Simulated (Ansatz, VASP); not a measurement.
One calculation of C, two programs

Contents of POSCAR:

```
C
1.0
   -2.4291088834      2.4594727444      2.4594727444
    2.4291088834     -2.3987450224      2.3987450224
    2.4291088834      2.3987450224     -2.3987450224
C
8
Direct
    0.3254551632      0.0000000000      0.0000000000
    0.6745448368      0.6745448368      0.6745448368
    0.0000000000      0.3254551632      0.0000000000
    0.0000000000      0.0000000000      0.3254551632
    0.0000000000      0.6745448368      0.0000000000
    0.3254551632      0.3254551632      0.3254551632
    0.6745448368      0.0000000000      0.0000000000
    0.0000000000      0.0000000000      0.6745448368
```

INCAR.step1

```
PREC     = Accurate       # precision mode
ENCUT    = 520            # plane-wave cutoff, eV
ISMEAR   = 0              # smearing method
SIGMA    = 0.05           # smearing width, eV
LREAL    = False          # projectors in reciprocal space
LASPH    = True           # aspherical terms in the spheres
NELM     = 80             # most SCF steps
NBANDS   = 26             # bands
GGA      = PE             # functional
ALGO     = Normal         # electronic algorithm
EDIFF    = 1E-4           # SCF threshold, eV
LWAVE    = True           # write WAVECAR
LCHARG   = False          # write CHGCAR
```

INCAR.step2

```
PREC     = Accurate       # precision mode
ENCUT    = 520            # plane-wave cutoff, eV
EDIFF    = 1E-6           # SCF threshold, eV
ISMEAR   = 0              # smearing method
SIGMA    = 0.05           # smearing width, eV
LREAL    = False          # projectors in reciprocal space
LASPH    = True           # aspherical terms in the spheres
NELM     = 80             # most SCF steps
ALGO     = Normal         # electronic algorithm
ISIF     = 2              # what is computed and relaxed
LWAVE    = False          # write WAVECAR
LCHARG   = False          # write CHGCAR
METAGGA  = R2SCAN         # meta-GGA
LMIXTAU  = True         
NBANDS   = 26             # bands
ISTART   = 1
```

KPOINTS

```
regular mesh
0
Gamma
  8 8 8
```

Input for Ansatz:

```yaml
crystal:
  lattice:
    - [-2.4291088834, 2.4594727444, 2.4594727444]
    - [2.4291088834, -2.3987450224, 2.3987450224]
    - [2.4291088834, 2.3987450224, -2.3987450224]
  atoms:
    - { symbol: C, position: [0.3254551632, 0.0, 0.0] }
    - { symbol: C, position: [0.6745448368, 0.6745448368, 0.6745448368] }
    - { symbol: C, position: [0.0, 0.3254551632, 0.0] }
    - { symbol: C, position: [0.0, 0.0, 0.3254551632] }
    - { symbol: C, position: [0.0, 0.6745448368, 0.0] }
    - { symbol: C, position: [0.3254551632, 0.3254551632, 0.3254551632] }
    - { symbol: C, position: [0.6745448368, 0.0, 0.0] }
    - { symbol: C, position: [0.0, 0.0, 0.6745448368] }
basis:
  ecutwfc: 500
kpoints:
  mp_grid: { grid: [8, 8, 8] }
hamiltonian:
  xc: r2scan
scf:
  occupations: { method: gaussian, width: 0.05 }
output:
  forces: true
  stress: true
  eigenvalues: true
  write_density: true
  write_potential: true
  elf: true
  volumetric_format: npy
```

Change from the starting cell: strain +0.0250 x Voigt [0, 0, 0, 1, 0, 0], atoms carried along.

Alike in both runs: task single point; functional r2SCAN; k mesh 8 × 8 × 8; occupations gaussian, width 0.05 eV; no spin polarisation.

|  | VASP | Ansatz |
| --- | --- | --- |
| version | VASP 6.6.1 | Ansatz 0.2.0 |
| potentials or method | VASP PAW PBE potentials, release 64 (C), cutoff 520 eV | scalar-relativistic, plane waves, PAW |
| valence electrons in the cell | 32 | 32 |

```csv
,VASP,Ansatz,Ansatz less VASP
gap on the k mesh at the Fermi level (eV),2.96,2.97,+0.014
least direct gap on the mesh (eV),3.97,4.00,+0.037
pressure (GPa),0.9,0.1,-0.87
"traceless stress, the component that is largest in VASP (GPa)",-7.56,-7.58,-0.013
rms of the force components (eV/Å),0.033,0.018,-0.0146
```

VASP's potentials were made for PBE, not for r2SCAN. Atom by atom the forces differ by 0.026 eV/Å (rms over components).
